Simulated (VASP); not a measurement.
# Re (P6_3/mmc) in VASP: further runs

The runs below take Re through single point, with LDA, PBE+D3(BJ), PBE.

Program: VASP 6.6.1. These are calculated values, not measurements. Logs are shortened: lines on timing, memory, paths and dates and some standing lists are left out, and cuts for length are marked.

## Step 1: The cell of the first run

Symmetry: P6_3/mmc, No. 194, hexagonal system. Conventional cell: a = 2.748 Å, b = 2.748 Å, c = 8.879 Å, α = 90.00°, β = 90.00°, γ = 120.00°. Re (site symmetry -6m2) has 12 Re at 2.73 to 2.75 Å within 3.6 Å. Within 3.6 Å of Re (site symmetry -3m) lie 12 Re at 2.73 to 2.75 Å.

## Step 2: Single point, LDA

INCAR reads:

```
SYSTEM = Re
PREC = Accurate ; ENCUT = 520
EDIFF = 1E-6 ; ISMEAR = -1
SIGMA = 0.05 ; LREAL = .False.
LASPH = .True. ; NELM = 60
ALGO = Normal ; ISIF = 2
LWAVE = .False. ; LCHARG = .False.
NBANDS = 22
```

KPOINTS reads:

```
regular mesh
0
Gamma
  11 11 3
  0 0 0
```

POSCAR reads:

```
Re
1.0
    2.7478204761      0.0000000000      0.0000000000
   -1.3739102380      2.3796823373      0.0000000000
    0.0000000000      0.0000000000      8.8788511029
Re
4
Direct
    0.6666666667      0.3333333333      0.7500000000
    0.0000000000      0.0000000000      0.5000000000
    0.3333333333      0.6666666667      0.2500000000
    0.0000000000      0.0000000000      0.0000000000
```

Potentials or basis: VASP PAW LDA potentials, release 64 (Re).

Started as:

```sh
> cat potpaw_LDA.64/Re/POTCAR > POTCAR
> mpirun -np 1 vasp_std > vasp.out
```

OUTCAR:

```text
SYSTEM = Re
   PREC = Accurate
   ENCUT = 520
   EDIFF = 1E-6
   ISMEAR = -1
   LREAL = .False.
   LASPH = .True.
   NELM = 60
   ISIF = 2

 ion  position               nearest neighbor table
   1  0.667  0.333  0.750-   2 2.73   4 2.73   2 2.73   4 2.73   2 2.73   4 2.73
   2  0.000  0.000  0.500-   1 2.73   3 2.73   3 2.73   1 2.73   1 2.73   3 2.73
   3  0.333  0.667  0.250-   2 2.73   4 2.73   2 2.73   4 2.73   2 2.73   4 2.73
   4  0.000  0.000  0.000-   1 2.73   3 2.73   3 2.73   1 2.73   1 2.73   3 2.73

  LATTYP: Found a hexagonal cell.
 ALAT       =     2.7478204761
 C/A-ratio  =     3.2312340563

  Lattice vectors:

 A1 = (   2.7478204761,   0.0000000000,   0.0000000000)
 A2 = (  -1.3739102380,   2.3796823373,   0.0000000000)
 A3 = (   0.0000000000,   0.0000000000,   8.8788511029)

Analysis of symmetry for initial positions (statically):
=====================================================================
 Subroutine PRICEL returns:
 Original cell was already a primitive cell.

 Routine SETGRP: Setting up the symmetry group for a
 hexagonal supercell.

 Subroutine GETGRP returns: Found 24 space group operations
 (whereof 12 operations were pure point group operations)
 out of a pool of 24 trial point group operations.

The static configuration has the point symmetry D_3d.
 The point group associated with its full space group is D_6h.

Analysis of symmetry for dynamics (positions and initial velocities):
=====================================================================
 Subroutine PRICEL returns:
 Original cell was already a primitive cell.

 Routine SETGRP: Setting up the symmetry group for a
 hexagonal supercell.

 Subroutine GETGRP returns: Found 24 space group operations
 (whereof 12 operations were pure point group operations)
 out of a pool of 24 trial point group operations.

The dynamic configuration has the point symmetry D_3d.
 The point group associated with its full space group is D_6h.

 Subroutine INISYM returns: Found 24 space group operations
 (whereof 12 operations are pure point group operations),
 and found     1 'primitive' translations

----------------------------------------------------------------------------------------

                                     Primitive cell

  volume of cell :      58.0583

  direct lattice vectors                    reciprocal lattice vectors
     2.747820476  0.000000000  0.000000000     0.363924794  0.210112078  0.000000000
    -1.373910238  2.379682337  0.000000000     0.000000000  0.420224155  0.000000000
[... 90 lines left out ...]
   LREAL  =      F    real-space projection
   EDIFFG = 0.1E-04   stopping-criterion for IOM
   NSW    =      0    number of steps for IOM
   IBRION =     -1    ionic relax: 0-MD 1-quasi-New 2-CG
   NFREE  =      0    steps in history (QN), initial steepest desc. (CG)
   ISIF   =      2    stress and relaxation
   ISYM   =      2    0-nonsym 1-usesym 2-fastsym
   POTIM  = 0.5000    time-step for ionic-motion
   TEBEG  =    0.0;   TEEND  =   0.0 temperature during run
   PSTRESS=    0.0 pullay stress
   NELECT =      28.0000    total number of electrons
   NUPDOWN=      -1.0000    fix difference up-down
   EMIN   =  10.00;   EMAX   =-10.00  energy-range for DOS
   EFERMI =   0.00;   METHOD = LEGACY
   ISMEAR =    -1;   SIGMA  =   0.05  broadening in eV -4-tet -1-fermi 0-gaus
   EFERMI_NEDOS =   21; number of points for ismear=-14 and -15
   IALGO  =     38    algorithm
   IMIX   =      4    mixing-type and parameters
     AMIX     =   0.40;   BMIX     =  1.00
     AMIX_MAG =   1.60;   BMIX_MAG =  1.00
  volume/ion in A,a.u.               =      14.51        97.95
  Fermi-wavevector in a.u.,A,eV,Ry     =   1.283826  2.426079 22.425244  1.648209
  Thomas-Fermi vector in A             =   2.416056
   LORBIT       =      0    0 simple, 1 ext, 2 COOP (PROOUT), +10 PAW based schemes
   GGA     = CA    functional components
   LHFCALC =     F    Hartree Fock is set to
   AEXX    =    0.0000 exact exchange contribution
   IVDW    =     0    specifies the selected vdW correction
   LEPSILON=     F    determine dielectric tensor
   LRPA    =     F    only Hartree local field effects (RPA)
 non-spin polarized calculation
  energy-cutoff  :      520.00
  volume of cell :       58.06
 maximum number of plane-waves:      1579
   NGX = 11   NGY = 11   NGZ = 33

 number of electron      27.9999999 magnetization

 Free energy of the ion-electron system (eV)
  ---------------------------------------------------
  ext. energy  EPLUGINS =         0.00000000
  ---------------------------------------------------
  free energy    TOTEN  =       -55.06160470 eV

  energy without entropy =      -55.03734423  energy(sigma->0) =      -55.04947447

 E-fermi :   8.1112     XC(G=0): -13.9152

 val. band max:        8.1075425706   @ k =   0.3636   0.0909   0.3333
 cond. band min:       8.1315195149   @ k =   0.2727   0.0000   0.0000
 fundamental gap:      0.0239769443
 Fermi energy:         8.1112373382

 k-point     1 :       0.0000    0.0000    0.0000
  band No.  band energies     occupation
      1      -1.8672      2.00000
      2       0.4592      2.00000
      3       0.5435      2.00000
      4       1.3300      2.00000
      5       5.5345      2.00000
      6       5.6301      2.00000
[... 589 lines left out ...]
     21      11.1850      0.00000
     22      11.8952      0.00000

 [... further k-points ...]

------------------------ aborting loop because EDIFF is reached ----------------------------------------

  FORCE on cell =-STRESS in cart. coord.  units (eV):
  Direction    XX          YY          ZZ          XY          YZ          ZX
  --------------------------------------------------------------------------------------
  -------------------------------------------------------------------------------------
  Total       -1.3421010     -1.3421010     -1.4662964     -0.0000000      0.0000000      0.0000000
  in kB      -37.0366482    -37.0366482    -40.4639458     -0.0000000      0.0000000      0.0000000
  external PRESSURE =     -38.1790807 kB  Pullay stress =       0.0000000 kB

 VOLUME and BASIS-vectors are now :
 -----------------------------------------------------------------------------
  energy-cutoff  :      520.00
  volume of cell :       58.06
      direct lattice vectors                 reciprocal lattice vectors
     2.747820476  0.000000000  0.000000000     0.363924794  0.210112078  0.000000000
    -1.373910238  2.379682337  0.000000000     0.000000000  0.420224155  0.000000000
     0.000000000  0.000000000  8.878851103     0.000000000  0.000000000  0.112627184

 POSITION                                       TOTAL-FORCE (eV/Angst)
 -----------------------------------------------------------------------------------
      1.37391      0.79323      6.65914        -0.000000      0.000000      0.000000
      0.00000      0.00000      4.43943        -0.000000      0.000000     -0.000000
     -0.00000      1.58645      2.21971         0.000000      0.000000      0.000000
      0.00000      0.00000      0.00000        -0.000000      0.000000     -0.000000
 -----------------------------------------------------------------------------------
    total drift:                                0.000000     -0.000000      0.000000

  FREE ENERGIE OF THE ION-ELECTRON SYSTEM (eV)
  ---------------------------------------------------
  free  energy   TOTEN  =       -55.0616046974 eV

  energy  without entropy=      -55.0373442327  energy(sigma->0) =      -55.04947447
```

OSZICAR:

```text
N       E                     dE             d eps       ncg     rms          rms(c)
DAV:   1     0.318420942014E+03    0.31842E+03   -0.10718E+04  1600   0.130E+03
DAV:   2    -0.248322356850E+02   -0.34325E+03   -0.31516E+03  2040   0.749E+02
DAV:   3    -0.549780338240E+02   -0.30146E+02   -0.26794E+02  2272   0.238E+02
DAV:   4    -0.578439004423E+02   -0.28659E+01   -0.25053E+01  2512   0.627E+01
DAV:   5    -0.579761757049E+02   -0.13228E+00   -0.13043E+00  2356   0.135E+01    0.619E+01
DAV:   6    -0.557802872971E+02    0.21959E+01   -0.22509E+00  2416   0.191E+01    0.264E+01
DAV:   7    -0.550852949325E+02    0.69499E+00   -0.15119E+00  2464   0.151E+01    0.900E-01
DAV:   8    -0.550731961970E+02    0.12099E-01   -0.51718E-02  2536   0.311E+00    0.510E-01
DAV:   9    -0.550622822304E+02    0.10914E-01   -0.12713E-02  2668   0.155E+00    0.286E-01
DAV:  10    -0.550617797048E+02    0.50253E-03   -0.12253E-03  2476   0.306E-01    0.218E-01
DAV:  11    -0.550616033139E+02    0.17639E-03   -0.63193E-04  2632   0.360E-01    0.367E-02
DAV:  12    -0.550616048433E+02   -0.15294E-05   -0.53371E-05  2376   0.810E-02    0.221E-02
DAV:  13    -0.550616046974E+02    0.14587E-06   -0.78417E-07  1302   0.171E-02
   1 F= -.55061605E+02 E0= -.55049474E+02  d E =-.242605E-01
```

It took 33 s on 1 thread of Intel Xeon 6975P-C (Granite Rapids), shared host; peak memory 0.16 GiB.

Results:

| Quantity | Value |
| --- | --- |
| Free energy | -55.0616 eV |
| Pressure | -3.8 GPa |
| Band gap on the k mesh | zero (band 14 reaches 9.29 eV, above the bottom of band 15 at 6.74 eV) |

Caveat: spin-orbit coupling is left out, which moves the levels of the heavy elements.

## Step 3: Single point, PBE+D3(BJ)

This run uses another cell than the first one, of 14.66 Å³/atom, 1.010 times its volume.

INCAR reads:

```
SYSTEM = Re
ALGO     = Normal         ! electronic algorithm
EDIFF    = 1E-6           ! SCF threshold, eV
ENCUT    = 520            ! plane-wave cutoff, eV
GGA      = PE             ! functional
ISIF     = 2              ! what is computed and relaxed
ISMEAR   = -1             ! smearing method
IVDW     = 12             ! dispersion correction
LASPH    = .TRUE.         ! aspherical terms in the spheres
LCHARG   = .FALSE.        ! write CHGCAR
LREAL    = .FALSE.        ! projectors in reciprocal space
LWAVE    = .FALSE.        ! write WAVECAR
NBANDS   = 22             ! bands
NELM     = 60             ! most SCF steps
PREC     = Accurate       ! precision mode
SIGMA    = 0.05           ! smearing width, eV
```

KPOINTS reads:

```
k-points
0
G
  11 11 3
  0 0 0
```

POSCAR reads:

```
Re
1.0
    2.7558504518      0.0000000000      0.0000000000
   -1.3779252259      2.3866365003      0.0000000000
    0.0000000000      0.0000000000      8.9128307198
Re
4
Direct
    0.6666666667      0.3333333333      0.7500000000
    0.0000000000      0.0000000000      0.5000000000
    0.3333333333      0.6666666667      0.2500000000
    0.0000000000      0.0000000000      0.0000000000
```

Potentials or basis: VASP PAW PBE potentials, release 64 (Re).

Started as:

```sh
> cat potpaw_PBE.64/Re/POTCAR > POTCAR
> mpirun -np 1 vasp_std > vasp.out
```

OUTCAR:

```text
SYSTEM = Re
   EDIFF = 1E-6
   ENCUT = 520
   GGA = PE
   ISIF = 2
   ISMEAR = -1
   IVDW = 12
   LASPH = .TRUE.
   LREAL = .FALSE.
   NELM = 60
   PREC = Accurate
 IVDW          = 12

 ion  position               nearest neighbor table
   1  0.667  0.333  0.750-   2 2.74   4 2.74   2 2.74   4 2.74   2 2.74   4 2.74
   2  0.000  0.000  0.500-   1 2.74   3 2.74   1 2.74   3 2.74   1 2.74   3 2.74
   3  0.333  0.667  0.250-   2 2.74   4 2.74   2 2.74   4 2.74   2 2.74   4 2.74
   4  0.000  0.000  0.000-   1 2.74   3 2.74   1 2.74   3 2.74   1 2.74   3 2.74

  LATTYP: Found a hexagonal cell.
 ALAT       =     2.7558504518
[... 804 lines left out ...]
  --------------------------------------------------------------------------------------
  -------------------------------------------------------------------------------------
  Total      -0.12633    -0.12633    -0.14814     0.00000     0.00000     0.00000
  in kB      -3.45269    -3.45269    -4.04868     0.00000     0.00000     0.00000
  external pressure =       -3.65 kB  Pullay stress =        0.00 kB

 VOLUME and BASIS-vectors are now :
 -----------------------------------------------------------------------------
  energy-cutoff  :      520.00
  volume of cell :       58.62
      direct lattice vectors                 reciprocal lattice vectors
     2.755850452  0.000000000  0.000000000     0.362864392  0.209499855  0.000000000
    -1.377925226  2.386636500  0.000000000     0.000000000  0.418999709  0.000000000
     0.000000000  0.000000000  8.912830720     0.000000000  0.000000000  0.112197800

 POSITION                                       TOTAL-FORCE (eV/Angst)
 -----------------------------------------------------------------------------------
      1.37793      0.79555      6.68462        -0.000000      0.000000      0.000000
      0.00000      0.00000      4.45642         0.000000     -0.000000      0.000000
     -0.00000      1.59109      2.22821         0.000000     -0.000000     -0.000000
      0.00000      0.00000      0.00000         0.000000     -0.000000      0.000000
 -----------------------------------------------------------------------------------
    total drift:                                0.000000     -0.000000      0.000000

  FREE ENERGIE OF THE ION-ELECTRON SYSTEM (eV)
  ---------------------------------------------------
  free  energy   TOTEN  =       -52.3194928516 eV

  energy  without entropy=      -52.2953474676  energy(sigma->0) =      -52.30742016
```

Run time: 32 s. Hardware: 1 thread of Intel Xeon 6975P-C (Granite Rapids), shared host; peak memory 0.19 GiB.

What came out:

- Free energy: -52.3195 eV
- Pressure: -0.4 GPa
- Band gap on the k mesh: zero (band 14 reaches 9.15 eV, above the bottom of band 15 at 6.70 eV)
- Dispersion energy per atom: -0.658 eV

Levels at points of the mesh, in eV from the Fermi level:
```tsv
k point	band 11	band 12	band 13	band 14	band 15	band 16	band 17	band 18
(0.00, 0.00, 0.00)	-1.66	-1.23	-1.23	-1.12	-1.12	0.51	0.65	0.65
```

Caveat: spin-orbit coupling is left out, which moves the levels of the heavy elements; pairwise dispersion overbinds metals, which lowers pressure and volume.

## Step 4: Single point, LDA

This run uses another cell than the first one, of 14.81 Å³/atom, 1.020 times its volume.

INCAR reads:

```
PREC = Accurate
ENCUT = 520
EDIFF = 1E-7
ISMEAR = -1
SIGMA = 0.05
LREAL = False
LASPH = True
NELM = 100
ALGO = Normal
ISIF = 2
LWAVE = False
LCHARG = False
NBANDS = 22
```

KPOINTS reads:

```
Automatic mesh
0
Gamma
  11 11 3
```

POSCAR reads:

```
Re
1.0
    2.7663873939      0.0000000000      0.0000000000
   -1.3831936969      2.3957617598      0.0000000000
    0.0000000000      0.0000000000      8.9388451600
Re
4
Direct
    0.6666666667      0.3333333333      0.7500000000
    0.0000000000      0.0000000000      0.5000000000
    0.3333333333      0.6666666667      0.2500000000
    0.0000000000      0.0000000000      0.0000000000
```

Potentials or basis: VASP PAW LDA potentials, release 64 (Re).

Started as:

```sh
> cat potpaw_LDA.64/Re/POTCAR > POTCAR
> mpirun -np 1 vasp_std > vasp.out
```

It took 35 s on 1 thread of Intel Xeon 6975P-C (Granite Rapids), shared host; peak memory 0.17 GiB.

The run converged. Its results:

- Free energy: -55.0058 eV
- Pressure: -11.4 GPa
- Band gap on the k mesh: zero (band 14 reaches 8.99 eV, above the bottom of band 15 at 6.52 eV)

Stress tensor (GPa, compression positive):
```
-11.33   0.00   0.00
  0.00 -11.33   0.00
  0.00   0.00 -11.60
```

Levels at points of the mesh, in eV from the Fermi level:
| k point | band 10 | band 11 | band 12 | band 13 | band 14 | band 15 | band 16 | band 17 | band 18 | band 19 |
| --- | --- | --- | --- | --- | --- | --- | --- | --- | --- | --- |
| (0.00, 0.00, 0.00) | -1.91 | -1.65 | -1.23 | -1.23 | -1.12 | -1.12 | 0.61 | 0.61 | 0.63 | 1.47 |

Caveat: spin-orbit coupling is left out, which moves the levels of the heavy elements.

## Step 5: Single point, PBE

This run uses another cell than the first one, of 14.81 Å³/atom, 1.020 times its volume.

INCAR reads:

```
PREC     = Accurate       # precision mode
ENCUT    = 520            # plane-wave cutoff, eV
EDIFF    = 1E-6           # SCF threshold, eV
ISMEAR   = -1             # smearing method
SIGMA    = 0.05           # smearing width, eV
LREAL    = F              # projectors in reciprocal space
LASPH    = T              # aspherical terms in the spheres
NELM     = 80             # most SCF steps
ALGO     = Fast           # electronic algorithm
ISIF     = 2              # what is computed and relaxed
LWAVE    = F              # write WAVECAR
LCHARG   = F              # write CHGCAR
GGA      = PE             # functional
NBANDS   = 22             # bands
```

KPOINTS is that of step 4.

POSCAR is that of step 4.

Potentials or basis: VASP PAW PBE potentials, release 64 (Re).

Started as:

```sh
> cat potpaw_PBE.64/Re/POTCAR > POTCAR
> mpirun -np 1 vasp_std > vasp.out
```

It took 46 s on 1 thread of Intel Xeon 6975P-C (Granite Rapids), shared host; peak memory 0.2 GiB.

It converged, with:

```yaml
Free_energy: -49.7072 eV
Pressure: 2.9 GPa
Band_gap_on_the_k_mesh: zero (band 14 reaches 8.99 eV, above the bottom of band 15 at 6.59 eV)
```

Stress tensor (GPa, compression positive):
```
2.74 0.00 0.00
0.00 2.74 0.00
0.00 0.00 3.14
```

Levels at points of the mesh, in eV from the Fermi level:
```csv
k point,band 10,band 11,band 12,band 13,band 14,band 15,band 16,band 17,band 18,band 19
"(0.00, 0.00, 0.00)",-1.88,-1.62,-1.21,-1.21,-1.10,-1.10,0.50,0.64,0.64,1.50
```

Caveat: spin-orbit coupling is left out, which moves the levels of the heavy elements.

## Step 6: Summary

```tsv
level	potentials or basis	cell	gap on the mesh (eV)	pressure (GPa)
LDA	VASP PAW LDA potentials, release 64 (Re)	a = 2.748, b = 2.748, c = 8.879 Å, angles 90.0, 90.0, 120.0°, 4 atoms	none	-3.8
PBE+D3(BJ)	VASP PAW PBE potentials, release 64 (Re)	a = 2.756, b = 2.756, c = 8.913 Å, angles 90.0, 90.0, 120.0°, 4 atoms	none	-0.4
LDA	VASP PAW LDA potentials, release 64 (Re)	a = 2.766, b = 2.766, c = 8.939 Å, angles 90.0, 90.0, 120.0°, 4 atoms	none	-11.4
PBE	VASP PAW PBE potentials, release 64 (Re)	a = 2.766, b = 2.766, c = 8.939 Å, angles 90.0, 90.0, 120.0°, 4 atoms	none	2.9
```

Alike in all rows: task single point; no spin polarisation; k mesh 11 × 11 × 3; cutoff (eV) 520; smearing fermi-dirac 0.05 eV.

Caveats: spin-orbit coupling is left out, which moves the levels of the heavy elements; pairwise dispersion overbinds metals, which lowers pressure and volume (some runs).

Total energies depend on the potentials used, so only differences within one code and one set of settings carry meaning.
